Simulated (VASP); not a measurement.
A run of VASP 6.6.1 is set up as follows.

The input INCAR:

```
PREC = Accurate
ENCUT = 520
EDIFF = 1E-6
ISMEAR = -1
SIGMA = 0.1
LREAL = F
LASPH = T
NELM = 60
ALGO = Normal
ISIF = 2
LWAVE = F
LCHARG = T
GGA = B5
ALDAX = 1.0
AGGAX = 1.0
AGGAC = 1.0
ALDAC = 0.0
LELF = T
LVHAR = T
NBANDS = 10
```

File KPOINTS:

```
regular mesh
0
Gamma
  17 17 17
```

File POSCAR:

```
Na
1.0
   -2.0462519102      2.0462519102      2.0462519102
    2.0462519102     -2.0462519102      2.0462519102
    2.0462519102      2.0462519102     -2.0462519102
Na
1
Direct
    0.0000000000      0.0000000000      0.0000000000
```

Potentials or basis: VASP PAW PBE potentials, release 64 (Na_pv).

Launch:

```bash
$ cat potpaw_PBE.64/Na_pv/POTCAR > POTCAR
$ mpirun -np 1 vasp_std > vasp.out
```

(1) Predict the band gap on the k mesh.

(2) Estimate the pressure.

Answers

(1) zero (an odd number of electrons rules out a gap without spin polarisation).

(2) 0.7 GPa.

Caveat: the PAW data sets were made with another functional, which shifts forces and pressure a little.
